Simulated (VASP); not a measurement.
# Bi (Im-3m) in VASP: a series of runs

Runs on Bi. Level: PBEsol. Tasks: single point.

Everything below comes from runs of VASP 6.6.1. Logs are shortened: lines on timing, memory, paths and dates and some standing lists are left out, and cuts for length are marked.

### 1 The cell of the first run

The structure is cubic, space group Im-3m (No. 229). Conventional cell: a = 3.834 Å, b = 3.834 Å, c = 3.834 Å, α = 90.00°, β = 90.00°, γ = 90.00°. Bi (site symmetry m-3m) has 14 Bi at 3.32 to 3.83 Å within 4.4 Å.

### 2 Single point, PBEsol (volume scaled by 0.94)

INCAR reads:

```
ALGO = Fast ; EDIFF = 1E-6
ENCUT = 520 ; GGA = PS
ISIF = 2 ; ISMEAR = 0
LASPH = T ; LCHARG = F
LREAL = F ; LWAVE = F
NBANDS = 14 ; NELM = 80
PREC = Accurate ; SIGMA = 0.1
```

KPOINTS reads:

```
k-points
0
Gamma
  16 16 16
```

POSCAR reads:

```
Bi
1.0
   -1.9168760448      1.9168760448      1.9168760448
    1.9168760448     -1.9168760448      1.9168760448
    1.9168760448      1.9168760448     -1.9168760448
Bi
1
Direct
    0.0000000000      0.0000000000      0.0000000000
```

Potentials or basis: VASP PAW PBE potentials, release 64 (Bi_d).

Command:

```
> cat potpaw_PBE.64/Bi_d/POTCAR > POTCAR
> mpirun -np 1 vasp_std > vasp.out
```

OUTCAR:

```text
EDIFF = 1E-6
   ENCUT = 520
   GGA = PS
   ISIF = 2
   ISMEAR = 0
   LASPH = T
   LREAL = F
   NELM = 80
   PREC = Accurate

 ion  position               nearest neighbor table
   1  0.000  0.000  0.000-

  LATTYP: Found a body centered cubic cell.
 ALAT       =     3.8337520896

  Lattice vectors:

 A1 = (  -1.9168760448,   1.9168760448,   1.9168760448)
 A2 = (   1.9168760448,  -1.9168760448,   1.9168760448)
 A3 = (   1.9168760448,   1.9168760448,  -1.9168760448)

Analysis of symmetry for initial positions (statically):
=====================================================================
 Subroutine PRICEL returns:
 Original cell was already a primitive cell.

 Routine SETGRP: Setting up the symmetry group for a
 body centered cubic supercell.

 Subroutine GETGRP returns: Found 48 space group operations
 (whereof 48 operations were pure point group operations)
 out of a pool of 48 trial point group operations.

The static configuration has the point symmetry O_h .

Analysis of symmetry for dynamics (positions and initial velocities):
=====================================================================
 Subroutine PRICEL returns:
 Original cell was already a primitive cell.

 Routine SETGRP: Setting up the symmetry group for a
 body centered cubic supercell.

 Subroutine GETGRP returns: Found 48 space group operations
 (whereof 48 operations were pure point group operations)
 out of a pool of 48 trial point group operations.

The dynamic configuration has the point symmetry O_h .

 Subroutine INISYM returns: Found 48 space group operations
 (whereof 48 operations are pure point group operations),
 and found     1 'primitive' translations

----------------------------------------------------------------------------------------

                                     Primitive cell

  volume of cell :      28.1736

  direct lattice vectors                    reciprocal lattice vectors
    -1.916876045  1.916876045  1.916876045     0.000000000  0.260841071  0.260841071
     1.916876045 -1.916876045  1.916876045     0.260841071  0.000000000  0.260841071
     1.916876045  1.916876045 -1.916876045     0.260841071  0.260841071  0.000000000

  length of vectors
     3.320126701  3.320126701  3.320126701     0.368884980  0.368884980  0.368884980

  position of ions in fractional coordinates (direct lattice)
     0.000000000  0.000000000  0.000000000

  ion indices of the primitive-cell ions
   primitive index   ion index
                 1           1

[... 84 lines left out ...]
   EMIN   =  10.00;   EMAX   =-10.00  energy-range for DOS
   EFERMI =   0.00;   METHOD = LEGACY
   ISMEAR =     0;   SIGMA  =   0.10  broadening in eV -4-tet -1-fermi 0-gaus
   EFERMI_NEDOS =   21; number of points for ismear=-14 and -15
   IALGO  =     68    algorithm
   IMIX   =      4    mixing-type and parameters
     AMIX     =   0.40;   BMIX     =  1.00
     AMIX_MAG =   1.60;   BMIX_MAG =  1.00
  volume/ion in A,a.u.               =      28.17       190.12
  Fermi-wavevector in a.u.,A,eV,Ry     =   1.326858  2.507399 23.953778  1.760553
  Thomas-Fermi vector in A             =   2.456214
   LORBIT       =      0    0 simple, 1 ext, 2 COOP (PROOUT), +10 PAW based schemes
   GGA     = PS    functional components
   LHFCALC =     F    Hartree Fock is set to
   AEXX    =    0.0000 exact exchange contribution
   IVDW    =     0    specifies the selected vdW correction
   LEPSILON=     F    determine dielectric tensor
   LRPA    =     F    only Hartree local field effects (RPA)
 non-spin polarized calculation
 RMM-DIIS sequential band-by-band and
 Gauss-broadening in eV      SIGMA  =   0.10
  energy-cutoff  :      520.00
  volume of cell :       28.17
 maximum number of plane-waves:       784
 NGX is ok and might be reduce to    28
   NGX = 13   NGY = 13   NGZ = 13

 number of electron      15.0000002 magnetization

 Free energy of the ion-electron system (eV)
  ---------------------------------------------------
  ext. energy  EPLUGINS =         0.00000000
  ---------------------------------------------------
  free energy    TOTEN  =        -4.19737682 eV

  energy without entropy =       -4.19460726  energy(sigma->0) =       -4.19599204

 E-fermi :   9.0252     XC(G=0): -10.9227

 val. band max:        9.0226728945   @ k =   0.3125   0.1250   0.0625
 cond. band min:       9.0303050703   @ k =  -0.2500   0.3750   0.1250
 fundamental gap:      0.0076321758
 Fermi energy:         9.0251573414

 k-point     1 :       0.0000    0.0000    0.0000
  band No.  band energies     occupation
      1     -14.0019      2.00000
      2     -14.0019      2.00000
      3     -14.0019      2.00000
      4     -13.8224      2.00000
      5     -13.8224      2.00000
      6      -5.2279      2.00000
      7      14.9164      0.00000
      8      14.9164      0.00000
      9      14.9164      0.00000
     10      19.5118      0.00000
     11      19.5291      0.00000
     12      19.5291      0.00000
     13      19.5291      0.00000
     14      21.4048      0.00000
[... 377 lines left out ...]
      1     -14.0222      2.00000
      2     -13.9499      2.00000
      3     -13.8504      2.00000
      4     -13.8405      2.00000
      5     -13.7755      2.00000
      6      -2.4759      2.00000
      7       5.8458      2.00000
      8       8.8466      1.98844
      9      12.2139      0.00000
     10      17.4563      0.00000
     11      18.8129      0.00000
     12      21.2240      0.00000
     13      23.5772      0.00000
     14      23.7211      0.00000

 [... further k-points ...]

------------------------ aborting loop because EDIFF is reached ----------------------------------------

  FORCE on cell =-STRESS in cart. coord.  units (eV):
  Direction    XX          YY          ZZ          XY          YZ          ZX
  --------------------------------------------------------------------------------------
  -------------------------------------------------------------------------------------
  Total        0.7414683      0.7414683      0.7414683      0.0000000      0.0000000      0.0000000
  in kB       42.1658710     42.1658710     42.1658710      0.0000000      0.0000000      0.0000000
  external PRESSURE =      42.1658710 kB  Pullay stress =       0.0000000 kB

 VOLUME and BASIS-vectors are now :
 -----------------------------------------------------------------------------
  energy-cutoff  :      520.00
  volume of cell :       28.17
      direct lattice vectors                 reciprocal lattice vectors
    -1.916876045  1.916876045  1.916876045     0.000000000  0.260841071  0.260841071
     1.916876045 -1.916876045  1.916876045     0.260841071  0.000000000  0.260841071
     1.916876045  1.916876045 -1.916876045     0.260841071  0.260841071  0.000000000

 POSITION                                       TOTAL-FORCE (eV/Angst)
 -----------------------------------------------------------------------------------
      0.00000      0.00000      0.00000         0.000000     -0.000000      0.000000
 -----------------------------------------------------------------------------------
    total drift:                                0.000000     -0.000000     -0.000000

  FREE ENERGIE OF THE ION-ELECTRON SYSTEM (eV)
  ---------------------------------------------------
  free  energy   TOTEN  =        -4.1973768185 eV

  energy  without entropy=       -4.1946072650  energy(sigma->0) =       -4.19599204
```

OSZICAR:

```text
N       E                     dE             d eps       ncg     rms          rms(c)
DAV:   1     0.114658231722E+03    0.11466E+03   -0.76272E+03  4144   0.127E+03
DAV:   2     0.240854288221E+01   -0.11225E+03   -0.10851E+03  4498   0.348E+02
DAV:   3    -0.405320155745E+01   -0.64617E+01   -0.64307E+01  4984   0.788E+01
DAV:   4    -0.420059437169E+01   -0.14739E+00   -0.14736E+00  5110   0.127E+01
DAV:   5    -0.420710420689E+01   -0.65098E-02   -0.65095E-02  5814   0.243E+00    0.516E-01
RMM:   6    -0.419954101370E+01    0.75632E-02   -0.78104E-03  4996   0.107E+00    0.285E-01
RMM:   7    -0.419734408572E+01    0.21969E-02   -0.61704E-03  4968   0.825E-01    0.770E-02
RMM:   8    -0.419734627038E+01   -0.21847E-05   -0.11589E-03  5785   0.407E-01    0.961E-03
RMM:   9    -0.419737411544E+01   -0.27845E-04   -0.28733E-04  6635   0.150E-01    0.902E-03
RMM:  10    -0.419737611848E+01   -0.20030E-05   -0.42126E-05  5678   0.881E-02    0.393E-03
RMM:  11    -0.419737641008E+01   -0.29159E-06   -0.21173E-05  6299   0.453E-02    0.224E-03
RMM:  12    -0.419737681854E+01   -0.40846E-06   -0.50194E-06  4174   0.205E-02
   1 F= -.41973768E+01 E0= -.41959920E+01  d E =-.276955E-02
```

Run time: 52 s. Hardware: 1 thread of Intel Xeon Platinum 8259CL at 2.50GHz (Skylake/Cascade Lake), shared host; peak memory 0.19 GiB.

Results:

```yaml
Free_energy: -4.1974 eV
Pressure: 4.2 GPa
```

Levels at points of the mesh, in eV from the Fermi level:
```
           k point  band 4  band 5  band 6  band 7  band 8  band 9  band 10  band 11
(0.00, 0.00, 0.00)  -22.85  -22.85  -14.25    5.89    5.89    5.89    10.49    10.50
(0.50, 0.00, 0.00)  -22.86  -22.73  -10.60   -5.67    1.79    3.74     6.36     7.86
(0.50, 0.50, 0.50)  -22.76  -22.76   -8.02   -2.02   -2.02   -2.02     3.45     3.45
```

Caveat: the PAW data sets were made with another functional, which shifts forces and pressure a little; spin-orbit coupling is left out, which moves the levels of the heavy elements.

(Part 1 of 2 ends here.)
